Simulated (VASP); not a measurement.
Crystal: SiGe.

```
Si Ge
1.0
     3.63302    0.00000    0.00000
    -1.81651    3.14629    0.00000
     0.00000    0.00000    3.54347
Si Ge
1 1
Direct
  0.00000 0.00000 0.00000
  0.66667 0.33333 0.50000
```

- Program: VASP 6.6.1
- Task: relaxation of cell and atoms
- Functional: PBE
- Potentials or basis: VASP PAW PBE potentials, release 64 (Si, Ge_d)
- Cutoff: 600 eV
- k mesh: 6 × 6 × 6
- Occupations: gaussian, width 0.1 eV
- Spin: no spin polarisation

At the start: pressure -7.2 GPa; volume 20.25 Å³/atom.

How do energy, volume and symmetry change on relaxing?

Over 9 steps the energy falls by 77.3 meV/atom and the volume is 18.27 Å³/atom (-9.8 %); space group P-6m2 (No. 187, to 0.05 Å).

The path:
| step | energy change (eV) | largest force (eV/Å) | pressure (GPa) | volume (Å³) |
| --- | --- | --- | --- | --- |
| 1 | 0.0000 | 0.0000 | -7.17 | 40.50 |
| 2 | -0.1190 | 0.0000 | 1.62 | 35.42 |
| 3 | -0.1194 | 0.0000 | 0.87 | 35.77 |
| 4 | -0.1430 | 0.0000 | 2.23 | 35.43 |
| 5 | -0.1435 | 0.0000 | 3.00 | 35.31 |
| 6 | -0.1504 | 0.0000 | -0.40 | 36.93 |
| 7 | -0.1530 | 0.0000 | 0.58 | 36.35 |
| 8 | -0.1544 | 0.0000 | -0.17 | 36.60 |
| 9 | -0.1546 | 0.0000 | 0.13 | 36.54 |

Final structure:
```
CELL_PARAMETERS angstrom
3.61143 0.00000 0.00000
-1.80571 3.12759 0.00000
0.00000 0.00000 3.23497
ATOMIC_POSITIONS crystal
Si 0.00000 0.00000 0.00000
Ge 0.66667 0.33333 0.50000
```
